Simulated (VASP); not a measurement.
Set up this calculation in VASP 6.6.1, as the native input.

```yaml
Task: relaxation of cell and atoms
Functional: LDA
Potentials_or_basis: VASP PAW LDA potentials, release 64 (Ga_d, N)
Cutoff: 600 eV
k_mesh: 12 × 12 × 2
Occupations: fermi-dirac, width 0.02 eV
Spin: no spin polarisation
Dipole_correction: no
Further_INCAR_settings: ALGO = Normal; EDIFF = 1e-07; IBRION = 2; EDIFFG = -0.005; NSW = 80; ISIF = 3
```

The structure of GaN lies in POSCAR:

```
GaN
1.0
    3.2171330139      0.0000000000      0.0000000000
   -1.6085665069      2.7861189174      0.0000000000
    0.0000000000      0.0000000000     10.4954066517
Ga N
4 4
Direct
    0.0000000000      0.0000000000     -0.0003500083
    0.3333333333      0.6666666667      0.2499403964
    0.0000000000      0.0000000000      0.4996499917
    0.6666666667      0.3333333333      0.7499403964
    0.0000000000      0.0000000000      0.1876293227
    0.3333333333      0.6666666667      0.4377802891
    0.0000000000      0.0000000000      0.6876293227
    0.6666666667      0.3333333333      0.9377802891
```

One way to write it, as run:

INCAR

```
SYSTEM = GaN
ALGO = Normal
EDIFF = 1E-7
EDIFFG = -0.005
ENCUT = 600
GGA = CA
IBRION = 2
ISIF = 3
ISMEAR = -1
LASPH = .True.
LCHARG = .False.
LREAL = .False.
LWAVE = .False.
NELM = 100
NSW = 80
PREC = Accurate
SIGMA = 0.02
```

KPOINTS

```
k-points
0
Gamma
  12 12 2
  0 0 0
```

Potentials or basis: VASP PAW LDA potentials, release 64 (Ga_d, N).

Run with:

```bash
$ cat potpaw_LDA.64/Ga_d/POTCAR potpaw_LDA.64/N/POTCAR > POTCAR
$ mpirun -np 1 vasp_std > vasp.out
```

It gave:

```yaml
Relaxed_volume: 11.10 Å³/atom
Relaxed_cell: a = 3.156 Å, b = 3.156 Å, c = 10.298 Å, α = 90.00°, β = 90.00°, γ = 120.00°
Space_group_after_relaxing_to_0.1_Å: P6_3mc (No. 186)
Energy_gained_by_relaxing: 21.9 meV/atom
Ionic_steps: 6
Pressure_after_relaxing: 0.0 GPa
Largest_force_after_relaxing: 0.003 eV/Å
Band_gap_on_the_k_mesh: 2.03 eV
```

It took 9.8 min on 1 thread of Intel(R) Xeon(R) 6975P-C (Granite Rapids) (shared host), peak memory 0.3 GiB.
